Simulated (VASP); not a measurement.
## CdF2: vibrations by perturbation theory with PBEsol

CdF2:

```
Cd F
1.0
     2.66166    2.66166    0.00000
    -2.66166    2.66166    0.00000
     0.00000    2.66166    2.66166
Cd F
1 2
Cartesian
  0.0000 0.0000 0.0000
  -1.3308 3.9925 1.3308
  1.3308 3.9925 1.3308
```

```yaml
Program: VASP 6.6.1
Task: vibrations by perturbation theory
Functional: PBEsol
Potentials_or_basis: VASP PAW PBE potentials, release 64 (Cd, F)
Cutoff: 520 eV
k_mesh: 8 × 8 × 8
Occupations: gaussian, width 0.01 eV
Spin: no spin polarisation
Dipole_correction: no
Further_INCAR_settings: ALGO = Normal; EDIFF = 1e-08; IBRION = 8; NSW = 1
```

```yaml
Highest_phonon_frequency_at_Γ_LO-TO_splitting_left_out: 327 cm⁻¹
```

Phonon frequencies in cm⁻¹ (negative: imaginary):
```csv
q point,frequencies
"(0.000, 0.000, 0.000)",0 0 0 251 251 251 327 327 327
```

It took 96 s on 1 thread of Intel(R) Xeon(R) Platinum 8375C CPU @ 2.90GHz (Ice Lake), with other jobs on the host, peak memory 0.27 GiB.

Caveat: the cell stands under pressure or tension, which shifts response properties.
